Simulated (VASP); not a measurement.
**CuI (Marshite): single point with LDA**

CuI (Marshite):

```
Cu I
1.0
     4.02290    0.00000    0.00000
     0.00000    4.02290    0.00000
     0.00000    0.00000    5.65060
Cu I
2 2
Direct
  0.00000 0.00000 0.00000
  0.50000 0.50000 0.00000
  0.00000 0.50000 0.29130
  0.50000 0.00000 0.70870
```

| Property | Result |
| --- | --- |
| Program | VASP 6.6.1 |
| Task | single point |
| Functional | LDA |
| Potentials or basis | VASP PAW LDA potentials, release 64 (Cu, I) |
| Cutoff | 520 eV |
| k mesh | 4 × 4 × 4 |
| Occupations | gaussian, width 0.01 eV |
| Spin | no spin polarisation |

```yaml
Pressure: 0.5 GPa
Largest_force: 0.312 eV/Å
Band_gap_on_the_k_mesh: 1.43 eV, direct
```

Forces on the atoms (eV/Å):
```
Cu   0.000  0.000  0.000
Cu   0.000  0.000  0.000
I    0.000  0.000 -0.312
I    0.000  0.000  0.312
```

Stress tensor (GPa, compression positive):
```
0.24 0.00 0.00
0.00 0.24 0.00
0.00 0.00 1.11
```

Levels at points of the mesh, in eV from the valence-band top:
```csv
k point,band 15,band 16,band 17,band 18,band 19,band 20,band 21,band 22
"(0.00, 0.00, 0.00)",-1.67,-1.28,0.00,0.00,1.43,2.43,3.10,4.42
"(0.50, 0.00, 0.00)",-1.64,-1.64,-0.91,-0.91,3.81,3.81,4.30,4.30
"(0.50, 0.50, 0.00)",-2.11,-2.11,-1.63,-1.63,2.06,2.06,2.16,2.16
"(0.00, 0.00, 0.50)",-1.67,-1.66,-0.91,-0.91,3.03,3.39,3.48,4.02
"(0.50, 0.00, 0.50)",-0.88,-0.88,-0.79,-0.79,1.98,1.98,5.23,5.23
"(0.50, 0.50, 0.50)",-2.24,-2.24,-1.43,-1.43,4.54,4.54,4.73,4.73
```

It took 62 s on 1 thread of Intel Xeon 8259CL (shared host), peak memory 0.18 GiB.

Caveat: spin-orbit coupling is left out, which moves the levels of the heavy elements.
